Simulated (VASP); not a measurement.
**BeTe: equation of state with r2SCAN**

BeTe:

```
Te Be
1.0
     0.00000    2.77000    2.77000
     2.77000    0.00000    2.77000
     2.77000    2.77000    0.00000
Te Be
1 1
Direct
  0.75000 0.75000 0.75000
  0.00000 0.00000 0.00000
```

| Quantity | Value |
| --- | --- |
| Program | VASP 6.6.1 |
| Task | equation of state |
| Functional | r2SCAN |
| Potentials or basis | VASP PAW PBE potentials, release 64 (Te, Be) |
| Cutoff | 320 eV |
| k mesh | 7 × 7 × 7 |
| Occupations | gaussian, width 0.03 eV |
| Spin | no spin polarisation |

The equilibrium volume is 22.71 Å³/atom and the bulk modulus is 60 GPa. The pressure derivative of the bulk modulus is 3.8 (rough: it moves with the points fitted).

Energy against volume, from the lowest point:
```
volume (Å³/atom)  energy (meV/atom)
          19.554             103.45
          20.404              51.37
          21.254              18.90
          22.104               2.66
          22.954               0.00
```

It took 68 s on 1 thread of AMD EPYC 9R45 96-Core Processor (Zen 5), on a shared host, peak memory 0.11 GiB.

Caveat: the PAW data sets were made with another functional, which shifts forces and pressure a little. Zero-point motion and thermal expansion aren't in these numbers.
